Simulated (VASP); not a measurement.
Set up this calculation in VASP 6.6.1, as the native input.

- Task: single point
- Functional: PBEsol
- Potentials or basis: VASP PAW PBE potentials, release 64 (Si, Ti_sv)
- Cutoff: 520 eV
- k mesh: 2 × 2 × 2
- Occupations: gaussian, width 0.02 eV
- Spin: no spin polarisation
- Dipole correction: no
- Further INCAR settings: LREAL = Auto; ALGO = Normal; EDIFF = 1e-07; NBANDS = 52

The structure of TiSi16 (a cell with a defect) lies in POSCAR:

```
TiSi16
1.0
    0.0000000000      5.4300000000      5.4300000000
    5.4300000000      0.0000000000      5.4300000000
    5.4300000000      5.4300000000      0.0000000000
Si Ti
16 1
Direct
    0.0150169429      0.0154742173      0.0171801105
    0.1398400552      0.1408302947      0.1393356354
   -0.0010311234     -0.0001114180      0.5123095764
    0.1123020258      0.1126902394      0.6587324125
   -0.0016870166      0.5131892265     -0.0018124309
    0.1115177716      0.6573969613      0.1132109576
   -0.0258209945      0.5093666667      0.5098453039
    0.1154785451      0.6261264273      0.6245332413
    0.5122409761     -0.0007369245     -0.0018067219
    0.6569438306      0.1120116022      0.1131534070
    0.5089498158     -0.0253503683      0.5098223757
    0.6252096685      0.1164232965      0.6245129834
    0.5082242173      0.5087680479     -0.0251477901
    0.6247394107      0.6256633517      0.1144255985
    0.4859985267      0.4869408840      0.4851053407
    0.6100187845      0.6105025783      0.6103117864
    0.2865414365      0.2869725599      0.2881732965
```

These files were run (other wordings do the same):

INCAR

```
  PREC = Accurate
  ENCUT = 520
  EDIFF = 1E-7
  ISMEAR = 0
  SIGMA = 0.02
  LREAL = Auto
  LASPH = T
  NELM = 100
  ALGO = Normal
  ISIF = 2
  LWAVE = F
  LCHARG = F
  GGA = PS
  NBANDS = 52
```

KPOINTS

```
Automatic mesh
0
Gamma
  2 2 2
```

Potentials or basis: VASP PAW PBE potentials, release 64 (Si, Ti_sv).

Launch:

```bash
$ cat potpaw_PBE.64/Si/POTCAR potpaw_PBE.64/Ti_sv/POTCAR > POTCAR
$ mpirun -np 1 vasp_std > vasp.out
```

It gave:

```json
{
 "Pressure": "2.9 GPa",
 "Largest force": "1.984 eV/Å",
 "Band gap on the k mesh": "zero (band 38 reaches 6.89 eV, above the bottom of band 39 at 6.55 eV)"
}
```

Caveat: the k points lie up to 0.50 Å⁻¹ apart; the PAW data sets were made with another functional, which shifts forces and pressure a little.

Run time: 4.4 min on 1 thread of AMD EPYC 9R45 (Zen 5) (shared host), peak memory 0.46 GiB.
